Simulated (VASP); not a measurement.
# Li2Se (Fm-3m) in VASP: notebook

The runs below take Li2Se through single point, with r2SCAN.

All numbers are computed with VASP 6.6.1; they aren't measurements. Logs are shortened: lines on timing, memory, paths and dates and some standing lists are left out, and cuts for length are marked.

## 1. The cell of the first run

It takes space group Fm-3m (No. 225, cubic). The conventional cell has a = 5.737 Å, b = 5.737 Å, c = 5.737 Å, α = 90.00°, β = 90.00°, γ = 90.00°. Within 3.3 Å of Li (site symmetry -43m) lie 4 Se at 2.48 Å and 6 Li at 2.87 Å. Within 3.3 Å of Se (site symmetry m-3m) lie 8 Li at 2.48 Å.

## 2. Single point, r2SCAN (15.74 Å³/atom)

Contents of POSCAR:

```
Li2Se
1.0
    0.0000000000      2.8685358841      2.8685358841
    2.8685358841      0.0000000000      2.8685358841
    2.8685358841      2.8685358841      0.0000000000
Li Se
2 1
Direct
    0.2500000000      0.2500000000      0.2500000000
    0.7500000000      0.7500000000      0.7500000000
    0.0000000000      0.0000000000      0.0000000000
```

Contents of INCAR.step1:

```
ALGO = Normal
EDIFF = 1E-5
ENCUT = 830
GGA = PE
GGA_COMPAT = F
ISMEAR = 0
LASPH = T
LCHARG = F
LREAL = F
LWAVE = T
NBANDS = 13
NELM = 120
PREC = Accurate
SIGMA = 0.02
```

Contents of INCAR.step2:

```
ALGO = Normal
EDIFF = 1E-6
ENCUT = 830
GGA_COMPAT = F
ISIF = 2
ISMEAR = 0
ISTART = 1
LASPH = T
LCHARG = F
LMIXTAU = T
LREAL = F
LWAVE = F
METAGGA = R2SCAN
NBANDS = 13
NELM = 120
PREC = Accurate
SIGMA = 0.02
```

Contents of KPOINTS:

```
k-points
0
Gamma
  8 8 8
```

Potentials or basis: VASP PAW PBE potentials, release 64 (Li_sv, Se).

Launch:

```sh
$ cat potpaw_PBE.64/Li_sv/POTCAR potpaw_PBE.64/Se/POTCAR > POTCAR
$ cp INCAR.step1 INCAR
$ mpirun -np 1 vasp_std > vasp.out
$ cp INCAR.step2 INCAR
$ mpirun -np 1 vasp_std > vasp.out
```

OUTCAR:

```text
EDIFF = 1E-6
   ENCUT = 830
   ISIF = 2
   ISMEAR = 0
   ISTART = 1
   LASPH = T
   LREAL = F
   METAGGA = R2SCAN
   NELM = 120
   PREC = Accurate

 ion  position               nearest neighbor table
   1  0.250  0.250  0.250-   3 2.48   3 2.48   3 2.48   3 2.48
   2  0.750  0.750  0.750-   3 2.48   3 2.48   3 2.48   3 2.48
   3  0.000  0.000  0.000-   2 2.48   2 2.48   2 2.48   1 2.48   2 2.48   1 2.48   1 2.48   1 2.48

  LATTYP: Found a face centered cubic cell.
 ALAT       =     5.7370717682

  Lattice vectors:

 A1 = (   0.0000000000,   2.8685358841,   2.8685358841)
 A2 = (   2.8685358841,   0.0000000000,   2.8685358841)
 A3 = (   2.8685358841,   2.8685358841,   0.0000000000)

Analysis of symmetry for initial positions (statically):
=====================================================================
 Subroutine PRICEL returns:
 Original cell was already a primitive cell.

 Routine SETGRP: Setting up the symmetry group for a
 face centered cubic supercell.

 Subroutine GETGRP returns: Found 48 space group operations
 (whereof 48 operations were pure point group operations)
 out of a pool of 48 trial point group operations.

The static configuration has the point symmetry O_h .

Analysis of symmetry for dynamics (positions and initial velocities):
=====================================================================
 Subroutine PRICEL returns:
 Original cell was already a primitive cell.

 Routine SETGRP: Setting up the symmetry group for a
 face centered cubic supercell.

 Subroutine GETGRP returns: Found 48 space group operations
 (whereof 48 operations were pure point group operations)
 out of a pool of 48 trial point group operations.

The dynamic configuration has the point symmetry O_h .

 Subroutine INISYM returns: Found 48 space group operations
 (whereof 48 operations are pure point group operations),
 and found     1 'primitive' translations

----------------------------------------------------------------------------------------

                                     Primitive cell

  volume of cell :      47.2075

  direct lattice vectors                    reciprocal lattice vectors
     0.000000000  2.868535884  2.868535884    -0.174304949  0.174304949  0.174304949
     2.868535884  0.000000000  2.868535884     0.174304949 -0.174304949  0.174304949
     2.868535884  2.868535884  0.000000000     0.174304949  0.174304949 -0.174304949

  length of vectors
     4.056722351  4.056722351  4.056722351     0.301905027  0.301905027  0.301905027

  position of ions in fractional coordinates (direct lattice)
     0.250000000  0.250000000  0.250000000
     0.750000000  0.750000000  0.750000000
     0.000000000  0.000000000  0.000000000

  ion indices of the primitive-cell ions
   primitive index   ion index
                 1           1
                 2           2
                 3           3

----------------------------------------------------------------------------------------

 KPOINTS: k-points

Automatic generation of k-mesh.
 Grid dimensions read from file:
 generate k-points for:    8    8    8

 Generating k-lattice:

  Cartesian coordinates                     Fractional coordinates (reciprocal lattice)
    -0.021788119  0.021788119  0.021788119     0.125000000  0.000000000  0.000000000
     0.021788119 -0.021788119  0.021788119     0.000000000  0.125000000  0.000000000
     0.021788119  0.021788119 -0.021788119     0.000000000  0.000000000  0.125000000

  Length of vectors
     0.037738128  0.037738128  0.037738128

  Shift w.r.t. Gamma in fractional coordinates (k-lattice)
     0.000000000  0.000000000  0.000000000

 Subroutine IBZKPT returns following result:
 ===========================================

 Found     29 irreducible k-points:

 Following reciprocal coordinates:
            Coordinates               Weight
  0.000000  0.000000  0.000000      1.000000
  0.125000  0.000000  0.000000      8.000000
  0.250000  0.000000  0.000000      8.000000
  0.375000  0.000000  0.000000      8.000000
  0.500000  0.000000  0.000000      4.000000
  0.125000  0.125000  0.000000      6.000000
[... 16 lines left out ...]
  0.500000  0.250000  0.125000     48.000000
 -0.375000  0.250000  0.125000     24.000000
 [... further k-points ...]
   k-points           NKPTS =     29   k-points in BZ     NKDIM =     29   number of bands    NBANDS=     13
   number of dos      NEDOS =    301   number of ions     NIONS =      3
   total plane-waves  NPLWV =  64000
   dimension x,y,z NGX =    40 NGY =   40 NGZ =   40
   dimension x,y,z NGXF=    80 NGYF=   80 NGZF=   80
   ions per type =               2   1
   NGX,Y,Z   is equivalent  to a cutoff of  16.39, 16.39, 16.39 a.u.
   NGXF,Y,Z  is equivalent  to a cutoff of  32.78, 32.78, 32.78 a.u.
 SYSTEM =  unknown system
   PREC   = accura    normal or accurate (medium, high low for compatibility)
   ISTART =      1    job   : 0-new  1-cont  2-samecut
   ICHARG =      0    charge: 1-file 2-atom 10-const
   ISPIN  =      1    spin polarized calculation?
   LNONCOLLINEAR =      F non collinear calculations
   LSORBIT =      F    spin-orbit coupling
   LASPH  =      T    aspherical Exc in radial PAW
   ENCUT  =  830.0 eV  61.00 Ry    7.81 a.u.   9.53  9.53  9.53*2*pi/ulx,y,z
   NELM   =    120;   NELMIN=  2; NELMDL=  0     # of ELM steps
   EDIFF  = 0.1E-05   stopping-criterion for ELM
   LREAL  =      F    real-space projection
   EDIFFG = 0.1E-04   stopping-criterion for IOM
   NSW    =      0    number of steps for IOM
   IBRION =     -1    ionic relax: 0-MD 1-quasi-New 2-CG
   NFREE  =      0    steps in history (QN), initial steepest desc. (CG)
   ISIF   =      2    stress and relaxation
   ISYM   =      2    0-nonsym 1-usesym 2-fastsym
   POTIM  = 0.5000    time-step for ionic-motion
   TEBEG  =    0.0;   TEEND  =   0.0 temperature during run
   PSTRESS=    0.0 pullay stress
   NELECT =      12.0000    total number of electrons
   NUPDOWN=      -1.0000    fix difference up-down
   EMIN   =  10.00;   EMAX   =-10.00  energy-range for DOS
   EFERMI =   0.00;   METHOD = LEGACY
   ISMEAR =     0;   SIGMA  =   0.02  broadening in eV -4-tet -1-fermi 0-gaus
   EFERMI_NEDOS =   21; number of points for ismear=-14 and -15
   IALGO  =     38    algorithm
   IMIX   =      4    mixing-type and parameters
     AMIX     =   0.40;   BMIX     =  1.00
     AMIX_MAG =   1.60;   BMIX_MAG =  1.00
  volume/ion in A,a.u.               =      15.74       106.19
  Fermi-wavevector in a.u.,A,eV,Ry     =   1.037047  1.959734 14.632600  1.075466
  Thomas-Fermi vector in A             =   2.171466
   LORBIT       =      0    0 simple, 1 ext, 2 COOP (PROOUT), +10 PAW based schemes
   METAGGA = R2SCAN    functional components
   LHFCALC =     F    Hartree Fock is set to
   AEXX    =    0.0000 exact exchange contribution
   IVDW    =     0    specifies the selected vdW correction
   LEPSILON=     F    determine dielectric tensor
   LRPA    =     F    only Hartree local field effects (RPA)
 non-spin polarized calculation
 Gauss-broadening in eV      SIGMA  =   0.02
  energy-cutoff  :      830.00
  volume of cell :       47.21
 maximum number of plane-waves:      2637
 NGX is ok and might be reduce to    40
   NGX = 19   NGY = 19   NGZ = 19

 number of electron      12.0000000 magnetization

 Free energy of the ion-electron system (eV)
  ---------------------------------------------------
  ext. energy  EPLUGINS =         0.00000000
  ---------------------------------------------------
  free energy    TOTEN  =       -23.33946282 eV

  energy without entropy =      -23.33946282  energy(sigma->0) =      -23.33946282

 E-fermi :   1.8068     XC(G=0):  -9.1703

 val. band max:        1.5414278059   @ k =   0.0000   0.0000   0.0000
 cond. band min:       4.8783711913   @ k =   0.5000   0.5000   0.0000
 fundamental gap:      3.3369433854
 Fermi energy:         1.8067998768

 k-point     1 :       0.0000    0.0000    0.0000
  band No.  band energies     occupation
      1     -44.4369      2.00000
      2     -44.3967      2.00000
      3     -10.6380      2.00000
      4       1.5414      2.00000
      5       1.5414      2.00000
      6       1.5414      2.00000
      7       6.3383      0.00000
      8       7.8981      0.00000
      9       7.8981      0.00000
     10       7.8982      0.00000
     11      13.1381      0.00000
     12      13.1381      0.00000
     13      14.0131      0.00000

 k-point     2 :       0.1250    0.0000    0.0000
  band No.  band energies     occupation
      1     -44.4352      2.00000
      2     -44.3981      2.00000
      3     -10.5740      2.00000
      4       0.8132      2.00000
      5       1.4287      2.00000
      6       1.4287      2.00000
      7       6.8001      0.00000
      8       8.1705      0.00000
      9       8.1705      0.00000
     10       8.4215      0.00000
     11      11.9612      0.00000
     12      11.9612      0.00000
     13      14.1798      0.00000

 k-point     3 :       0.2500    0.0000    0.0000
  band No.  band energies     occupation
      1     -44.4305      2.00000
      2     -44.4021      2.00000
      3     -10.4093      2.00000
      4      -0.4766      2.00000
      5       1.1884      2.00000
      6       1.1884      2.00000
      7       7.4040      0.00000
      8       8.5034      0.00000
      9       8.5034      0.00000
     10       9.6423      0.00000
     11      11.6358      0.00000
     12      11.6358      0.00000
     13      14.7731      0.00000
[... 305 lines left out ...]
 k-point    23 :       0.5000    0.2500    0.1250
  band No.  band energies     occupation
      1     -44.4220      2.00000
      2     -44.4096      2.00000
      3     -10.1344      2.00000
      4      -1.2481      2.00000
      5       0.0388      2.00000
      6       0.5961      2.00000
      7       7.5215      0.00000
      8       8.6520      0.00000
      9       9.9090      0.00000
     10      10.5942      0.00000
     11      12.3394      0.00000
     12      14.6326      0.00000
     13      16.3462      0.00000

 k-point    24 :      -0.3750    0.2500    0.1250
  band No.  band energies     occupation
      1     -44.4157      2.00000
      2     -44.4157      2.00000
      3     -10.0683      2.00000
      4      -1.5195      2.00000
      5       0.0190      2.00000
      6       0.4151      2.00000
      7       7.6281      0.00000
      8       8.4965      0.00000
      9      10.4490      0.00000
     10      11.2704      0.00000
     11      12.4352      0.00000
     12      14.0295      0.00000
     13      15.9444      0.00000

 [... further k-points ...]

------------------------ aborting loop because EDIFF is reached ----------------------------------------

  FORCE on cell =-STRESS in cart. coord.  units (eV):
  Direction    XX          YY          ZZ          XY          YZ          ZX
  --------------------------------------------------------------------------------------
  -------------------------------------------------------------------------------------
  Total        1.6494153      1.6494153      1.6494153      0.0000000      0.0000000      0.0000000
  in kB       55.9795945     55.9795945     55.9795945      0.0000000      0.0000000      0.0000000
  external PRESSURE =      55.9795945 kB  Pullay stress =       0.0000000 kB

 VOLUME and BASIS-vectors are now :
 -----------------------------------------------------------------------------
  energy-cutoff  :      830.00
  volume of cell :       47.21
      direct lattice vectors                 reciprocal lattice vectors
     0.000000000  2.868535884  2.868535884    -0.174304949  0.174304949  0.174304949
     2.868535884  0.000000000  2.868535884     0.174304949 -0.174304949  0.174304949
     2.868535884  2.868535884  0.000000000     0.174304949  0.174304949 -0.174304949

 POSITION                                       TOTAL-FORCE (eV/Angst)
 -----------------------------------------------------------------------------------
      1.43427      1.43427      1.43427        -0.000000     -0.000000     -0.000000
      4.30280      4.30280      4.30280         0.000000      0.000000      0.000000
      0.00000      0.00000      0.00000        -0.000000     -0.000000     -0.000000
 -----------------------------------------------------------------------------------
    total drift:                                0.000000     -0.000000      0.000000

  FREE ENERGIE OF THE ION-ELECTRON SYSTEM (eV)
  ---------------------------------------------------
  free  energy   TOTEN  =       -23.3394628187 eV

  energy  without entropy=      -23.3394628187  energy(sigma->0) =      -23.33946282
```

It took 3.9 min on 1 thread of Intel Xeon 8259CL, shared host; peak memory 0.27 GiB.

What came out:

```
Free energy            : -23.3395 eV
Pressure               : 5.6 GPa
Band gap on the k mesh : 3.34 eV (least direct gap 4.80 eV)
```

Levels at points of the mesh, in eV from the valence-band top:
```
           k point  band 2  band 3  band 4  band 5  band 6  band 7  band 8  band 9  band 10  band 11
(0.00, 0.00, 0.00)  -45.94  -12.18    0.00    0.00    0.00    4.80    6.36    6.36     6.36    11.60
(0.50, 0.00, 0.00)  -45.96  -11.69   -3.39   -0.64   -0.64    6.55    6.64    6.64     9.24    13.48
(0.50, 0.50, 0.00)  -45.95  -11.54   -2.59   -1.74   -1.74    3.34    7.33   12.31    12.31    13.42
```

Caveat: the cell stands under pressure; the PAW data sets were made with another functional, which shifts forces and pressure a little. r2SCAN opens gaps a little over a GGA but as a rule still falls short of measured ones.

(Continued in part 2 of 2.)
